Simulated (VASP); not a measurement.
# HfSi3O8 (P1) in VASP: single point with PBE

Aim: the single point of HfSi3O8 with PBE.

Everything below comes from runs of VASP 6.6.1. Logs are shortened: lines on timing, memory, paths and dates and some standing lists are left out, and cuts for length are marked.

### 1 The cell of the first run

The typed cell holds 12 atoms: a = 5.296 Å, b = 5.303 Å, c = 9.106 Å, α = 90.32°, β = 90.89°, γ = 119.69°.

### 2 Single point, PBE

Input file INCAR:

```
SYSTEM = HfSi3O8
  PREC = Accurate
  ENCUT = 520
  EDIFF = 1E-7
  ISMEAR = 0
  SIGMA = 0.02
  LREAL = .FALSE.
  LASPH = .TRUE.
  NELM = 80
  ALGO = Normal
  ISIF = 2
  LWAVE = .FALSE.
  LCHARG = .TRUE.
  GGA = PE
  LELF = .TRUE.
  LVHAR = .TRUE.
  NBANDS = 47
```

Input file KPOINTS:

```
regular mesh
0
G
  6 6 4
  0 0 0
```

Input file POSCAR:

```
HfSi3O8
1.0
    5.2955039000      0.0000000000      0.0000000000
   -2.6269784000      4.6067575000      0.0000000000
   -0.1406790000     -0.1379891000      9.1036683000
Hf Si O
1 3 8
Direct
    0.3212830000      0.6575700000      0.9375090000
    0.6794290000      0.3441630000      0.4325790000
    0.6508550000      0.3195280000      0.0807730000
    0.3492880000      0.6797050000      0.5468550000
    0.6229510000      0.0097750000      0.0329720000
    0.5299660000      0.5116300000      0.5120500000
    0.0280950000      0.5105000000      0.4676250000
    0.9577980000      0.5819900000      0.0228480000
    0.3152290000      0.6860050000      0.7236960000
    0.6261160000      0.3435330000      0.2568660000
    0.5307900000      0.0111120000      0.4882500000
    0.3882000000      0.3444900000      0.9979780000
```

Potentials or basis: VASP PAW PBE potentials, release 64 (Hf_pv, Si, O).

Command:

```sh
$ cat potpaw_PBE.64/Hf_pv/POTCAR potpaw_PBE.64/Si/POTCAR potpaw_PBE.64/O/POTCAR > POTCAR
$ mpirun -np 1 vasp_std > vasp.out
```

OUTCAR:

```text
SYSTEM = HfSi3O8
   PREC = Accurate
   ENCUT = 520
   EDIFF = 1E-7
   ISMEAR = 0
   LREAL = .FALSE.
   LASPH = .TRUE.
   NELM = 80
   ISIF = 2
   GGA = PE

 ion  position               nearest neighbor table
   1  0.321  0.658  0.938-   8 1.94  12 1.94   5 1.94   9 1.95   3 3.30   3 3.32   3 3.37
   2  0.679  0.344  0.433-  10 1.62  11 1.63   6 1.63   7 1.63
   3  0.651  0.320  0.081-  10 1.62   8 1.63   5 1.63  12 1.63   1 3.30   1 3.32   1 3.37
   4  0.349  0.680  0.547-   9 1.63  11 1.63   6 1.63   7 1.63
   5  0.623  0.010  0.033-   3 1.63   1 1.94
   6  0.530  0.512  0.512-   2 1.63   4 1.63
   7  0.028  0.511  0.468-   2 1.63   4 1.63
   8  0.958  0.582  0.023-   3 1.63   1 1.94
   9  0.315  0.686  0.724-   4 1.63   1 1.95
  10  0.626  0.344  0.257-   2 1.62   3 1.62
  11  0.531  0.011  0.488-   2 1.63   4 1.63
  12  0.388  0.344  0.998-   3 1.63   1 1.94

  LATTYP: Found a triclinic cell.
 ALAT       =     5.3238372447
 B/A-ratio  =     2.4058320430
 C/A-ratio  =     0.9961112168
 COS(alpha) =     0.0005117465
 COS(beta)  =     0.5033841462
 COS(gamma) =     0.6080642388

  Lattice vectors:

 A1 = (  -2.6685255000,  -4.6067575000,   0.0000000000)
 A2 = (  -7.8233504000,  -4.4687684000,  -9.1036683000)
 A3 = (   2.6269784000,  -4.6067575000,   0.0000000000)

Analysis of symmetry for initial positions (statically):
=====================================================================
 Subroutine PRICEL returns:
 Original cell was already a primitive cell.

 Routine SETGRP: Setting up the symmetry group for a
 triclinic supercell.

 Subroutine GETGRP returns: Found  1 space group operations
 (whereof  1 operations were pure point group operations)
 out of a pool of  2 trial point group operations.

The static configuration has the point symmetry C_1 .

Analysis of symmetry for dynamics (positions and initial velocities):
=====================================================================
 Subroutine PRICEL returns:
 Original cell was already a primitive cell.

 Routine SETGRP: Setting up the symmetry group for a
 triclinic supercell.

 Subroutine GETGRP returns: Found  1 space group operations
 (whereof  1 operations were pure point group operations)
 out of a pool of  2 trial point group operations.

The dynamic configuration has the point symmetry C_1 .

 Subroutine INISYM returns: Found  1 space group operations
 (whereof  1 operations are pure point group operations),
 and found     1 'primitive' translations

----------------------------------------------------------------------------------------

                                     Primitive cell

  volume of cell :     222.0849

  direct lattice vectors                    reciprocal lattice vectors
     5.295503900  0.000000000  0.000000000     0.188839442  0.107684664  0.004550369
    -2.626978400  4.606757500  0.000000000     0.000000000  0.217072420  0.003290281
    -0.140679000 -0.137989100  9.103668300     0.000000000  0.000000000  0.109845830

  length of vectors
     5.295503900  5.303133996  9.105800793     0.217432811  0.217097355  0.109845830

  position of ions in fractional coordinates (direct lattice)
     0.321283000  0.657570000  0.937509000
     0.679429000  0.344163000  0.432579000
     0.650855000  0.319528000  0.080773000
     0.349288000  0.679705000  0.546855000
     0.622951000  0.009775000  0.032972000
     0.529966000  0.511630000  0.512050000
     0.028095000  0.510500000  0.467625000
     0.957798000  0.581990000  0.022848000
     0.315229000  0.686005000  0.723696000
     0.626116000  0.343533000  0.256866000
     0.530790000  0.011112000  0.488250000
     0.388200000  0.344490000  0.997978000

  ion indices of the primitive-cell ions
   primitive index   ion index
                 1           1
                 2           2
                 3           3
                 4           4
                 5           5
                 6           6
                 7           7
                 8           8
                 9           9
                10          10
                11          11
                12          12

----------------------------------------------------------------------------------------

 KPOINTS: regular mesh

Automatic generation of k-mesh.
 Grid dimensions read from file:
 generate k-points for:    6    6    4

 Generating k-lattice:

  Cartesian coordinates                     Fractional coordinates (reciprocal lattice)
     0.031473240  0.017947444  0.000758395     0.166666667  0.000000000  0.000000000
     0.000000000  0.036178737  0.000548380     0.000000000  0.166666667 -0.000000000
     0.000000000  0.000000000  0.027461457     0.000000000  0.000000000  0.250000000

  Length of vectors
     0.036238802  0.036182893  0.027461457

  Shift w.r.t. Gamma in fractional coordinates (k-lattice)
     0.000000000  0.000000000  0.000000000

 Subroutine IBZKPT returns following result:
 ===========================================

 Found     76 irreducible k-points:

 Following reciprocal coordinates:
            Coordinates               Weight
  0.000000  0.000000  0.000000      1.000000
  0.166667 -0.000000 -0.000000      2.000000
  0.333333  0.000000 -0.000000      2.000000
  0.500000  0.000000 -0.000000      1.000000
  0.000000  0.166667  0.000000      2.000000
  0.166667  0.166667 -0.000000      2.000000
[... 16 lines left out ...]
  0.333333  0.000000  0.250000      2.000000
  0.500000  0.000000  0.250000      2.000000
 [... further k-points ...]
   k-points           NKPTS =     76   k-points in BZ     NKDIM =     76   number of bands    NBANDS=     47
   number of dos      NEDOS =    301   number of ions     NIONS =     12
   total plane-waves  NPLWV = 112000
   dimension x,y,z NGX =    40 NGY =   40 NGZ =   70
   dimension x,y,z NGXF=    80 NGYF=   80 NGZF=  140
   ions per type =               1   3   8
   NGX,Y,Z   is equivalent  to a cutoff of  12.56, 12.54, 12.78 a.u.
   NGXF,Y,Z  is equivalent  to a cutoff of  25.12, 25.08, 25.56 a.u.
 SYSTEM =  HfSi3O8
   PREC   = accura    normal or accurate (medium, high low for compatibility)
   ISTART =      0    job   : 0-new  1-cont  2-samecut
   ICHARG =      2    charge: 1-file 2-atom 10-const
   ISPIN  =      1    spin polarized calculation?
   LNONCOLLINEAR =      F non collinear calculations
   LSORBIT =      F    spin-orbit coupling
   LASPH  =      T    aspherical Exc in radial PAW
   ENCUT  =  520.0 eV  38.22 Ry    6.18 a.u.   9.85  9.86 16.93*2*pi/ulx,y,z
   NELM   =     80;   NELMIN=  2; NELMDL= -5     # of ELM steps
   EDIFF  = 0.1E-06   stopping-criterion for ELM
   LREAL  =      F    real-space projection
   EDIFFG = 0.1E-05   stopping-criterion for IOM
   NSW    =      0    number of steps for IOM
   IBRION =     -1    ionic relax: 0-MD 1-quasi-New 2-CG
   NFREE  =      0    steps in history (QN), initial steepest desc. (CG)
   ISIF   =      2    stress and relaxation
   ISYM   =      2    0-nonsym 1-usesym 2-fastsym
   POTIM  = 0.5000    time-step for ionic-motion
   TEBEG  =    0.0;   TEEND  =   0.0 temperature during run
   PSTRESS=    0.0 pullay stress
   NELECT =      70.0000    total number of electrons
   NUPDOWN=      -1.0000    fix difference up-down
   EMIN   =  10.00;   EMAX   =-10.00  energy-range for DOS
   EFERMI =   0.00;   METHOD = LEGACY
   ISMEAR =     0;   SIGMA  =   0.02  broadening in eV -4-tet -1-fermi 0-gaus
   EFERMI_NEDOS =   21; number of points for ismear=-14 and -15
   IALGO  =     38    algorithm
   IMIX   =      4    mixing-type and parameters
     AMIX     =   0.40;   BMIX     =  1.00
     AMIX_MAG =   1.60;   BMIX_MAG =  1.00
  volume/ion in A,a.u.               =      18.51       124.89
  Fermi-wavevector in a.u.,A,eV,Ry     =   1.114126  2.105394 16.888609  1.241278
  Thomas-Fermi vector in A             =   2.250718
   LORBIT       =      0    0 simple, 1 ext, 2 COOP (PROOUT), +10 PAW based schemes
   GGA     = PE    functional components
   LHFCALC =     F    Hartree Fock is set to
   AEXX    =    0.0000 exact exchange contribution
   IVDW    =     0    specifies the selected vdW correction
   LEPSILON=     F    determine dielectric tensor
   LRPA    =     F    only Hartree local field effects (RPA)
 non-spin polarized calculation
 Gauss-broadening in eV      SIGMA  =   0.02
  energy-cutoff  :      520.00
  volume of cell :      222.08
 maximum number of plane-waves:      6000
   NGX = 19   NGY = 19   NGZ = 33

 number of electron      70.0000001 magnetization

 Free energy of the ion-electron system (eV)
  ---------------------------------------------------
  ext. energy  EPLUGINS =         0.00000000
  ---------------------------------------------------
  free energy    TOTEN  =      -100.85054223 eV

  energy without entropy =     -100.85054223  energy(sigma->0) =     -100.85054223

 E-fermi :  -1.1059     XC(G=0):  -7.4757

 val. band max:       -1.3048137692   @ k =   0.0000   0.0000   0.5000
 cond. band min:       3.7057739167   @ k =   0.0000   0.0000   0.0000
 fundamental gap:      5.0105876860
 Fermi energy:        -1.1058818365

 k-point     1 :       0.0000    0.0000    0.0000
  band No.  band energies     occupation
      1     -30.1669      2.00000
      2     -30.1584      2.00000
      3     -30.1132      2.00000
      4     -20.3197      2.00000
      5     -19.4026      2.00000
      6     -18.5998      2.00000
[... 39 lines left out ...]
     46       8.1871      0.00000
     47       8.2774      0.00000

 k-point     2 :       0.1667   -0.0000   -0.0000
  band No.  band energies     occupation
      1     -30.1679      2.00000
      2     -30.1589      2.00000
      3     -30.1129      2.00000
      4     -20.2545      2.00000
      5     -19.3881      2.00000
      6     -18.7871      2.00000
[... 1092 lines left out ...]
 k-point    24 :       0.5000    0.0000    0.2500
  band No.  band energies     occupation
      1     -30.1712      2.00000
      2     -30.1603      2.00000
      3     -30.1123      2.00000
      4     -19.9481      2.00000
      5     -19.4841      2.00000
      6     -19.0799      2.00000
[... 39 lines left out ...]
     46       8.5064      0.00000
     47       8.8587      0.00000

 [... further k-points ...]

------------------------ aborting loop because EDIFF is reached ----------------------------------------

  FORCE on cell =-STRESS in cart. coord.  units (eV):
  Direction    XX          YY          ZZ          XY          YZ          ZX
  --------------------------------------------------------------------------------------
  -------------------------------------------------------------------------------------
  Total       -0.3246241     -0.3246528     -0.3516868      0.0054345     -0.0019120     -0.0041626
  in kB       -2.3419214     -2.3421286     -2.5371582      0.0392061     -0.0137940     -0.0300302
  external PRESSURE =      -2.4070694 kB  Pullay stress =       0.0000000 kB

 VOLUME and BASIS-vectors are now :
 -----------------------------------------------------------------------------
  energy-cutoff  :      520.00
  volume of cell :      222.08
      direct lattice vectors                 reciprocal lattice vectors
     5.295503900  0.000000000  0.000000000     0.188839442  0.107684664  0.004550369
    -2.626978400  4.606757500  0.000000000     0.000000000  0.217072420  0.003290281
    -0.140679000 -0.137989100  9.103668300     0.000000000  0.000000000  0.109845830

 POSITION                                       TOTAL-FORCE (eV/Angst)
 -----------------------------------------------------------------------------------
     -0.15795      2.89990      8.53477        -0.004798     -0.002322      0.006078
      2.63296      1.52578      3.93806        -0.000639     -0.002902      0.002803
      2.59585      1.46084      0.73533        -0.011345      0.003808      0.033637
     -0.01285      3.05578      4.97839         0.009400      0.005135     -0.028500
      3.26852      0.04048      0.30017        -0.036314     -0.158823     -0.076497
      1.39036      2.28630      4.66153        -0.006743     -0.001592     -0.001844
     -1.25808      2.28722      4.25710         0.000376      0.000922      0.007803
      3.53993      2.67793      0.20800         0.160984      0.051621     -0.072739
     -0.23463      3.06040      6.58829         0.001405     -0.014333      0.198683
      2.37701      1.54713      2.33842         0.008583      0.002529     -0.006227
      2.71292     -0.01618      4.44487         0.001837     -0.001923     -0.001428
      1.01035      1.44927      9.08526        -0.122745      0.117879     -0.061769
 -----------------------------------------------------------------------------------
    total drift:                               -0.000173      0.000214      0.000277

  FREE ENERGIE OF THE ION-ELECTRON SYSTEM (eV)
  ---------------------------------------------------
  free  energy   TOTEN  =      -100.8505422348 eV

  energy  without entropy=     -100.8505422348  energy(sigma->0) =     -100.85054223
```

It took 24 min on 1 thread of Oxide Virtual Turin-like, shared host; peak memory 0.72 GiB.

What came out:

```
Free energy            : -100.8505 eV
Pressure               : -0.2 GPa
Largest force          : 0.199 eV/Å
Band gap on the k mesh : 5.01 eV
```

Forces in eV/Å, atoms in the order of the input:
```
Hf  -0.005 -0.002  0.006
Si  -0.001 -0.003  0.003
Si  -0.011  0.004  0.034
Si   0.009  0.005 -0.029
O   -0.036 -0.159 -0.076
O   -0.007 -0.002 -0.002
O    0.000  0.001  0.008
O    0.161  0.052 -0.073
O    0.001 -0.014  0.199
O    0.009  0.003 -0.006
O    0.002 -0.002 -0.001
O   -0.123  0.118 -0.062
```

Caveat: spin-orbit coupling is left out, which moves the levels of the heavy elements.
